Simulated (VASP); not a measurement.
Ti:

```
CELL_PARAMETERS angstrom
0.00000 2.03000 2.03000
2.03000 0.00000 2.03000
2.03000 2.03000 0.00000
ATOMIC_POSITIONS crystal
Ti 0.00000 0.00000 0.00000
```

```yaml
Program: VASP 6.6.1
Task: relaxation of cell and atoms
Functional: r2SCAN
Potentials_or_basis: VASP PAW PBE potentials, release 64 (Ti_sv)
Cutoff: 600 eV
k_mesh: 13 × 13 × 13
Occupations: gaussian, width 0.1 eV
Spin: no spin polarisation
```

At the start: pressure 4.6 GPa; volume 16.73 Å³/atom.

Problem. How do energy, volume and symmetry change on relaxing?

Solution. Over 3 steps the energy falls by 9.4 meV/atom and the volume is 17.41 Å³/atom (+4.0 %); space group Fm-3m (No. 225, to 0.05 Å).

Step by step:
```tsv
step	energy change (eV)	largest force (eV/Å)	pressure (GPa)	volume (Å³)
1	0.0000	0.0000	4.63	16.73
2	-0.0043	0.0000	-3.10	17.93
3	-0.0094	0.0000	0.00	17.41
```

Final structure:
```cif
data_structure
_symmetry_space_group_name_H-M 'P 1'
_symmetry_Int_Tables_number 1
_cell_length_a 2.9089
_cell_length_b 2.9089
_cell_length_c 2.9089
_cell_angle_alpha 60.000
_cell_angle_beta 60.000
_cell_angle_gamma 60.000
_cell_volume 17.41
loop_
_atom_site_label
_atom_site_type_symbol
_atom_site_fract_x
_atom_site_fract_y
_atom_site_fract_z
_atom_site_occupancy
Ti1 Ti 0.00000 0.00000 0.00000 1
```

Caveat: the PAW data sets were made with another functional, which shifts forces and pressure a little.
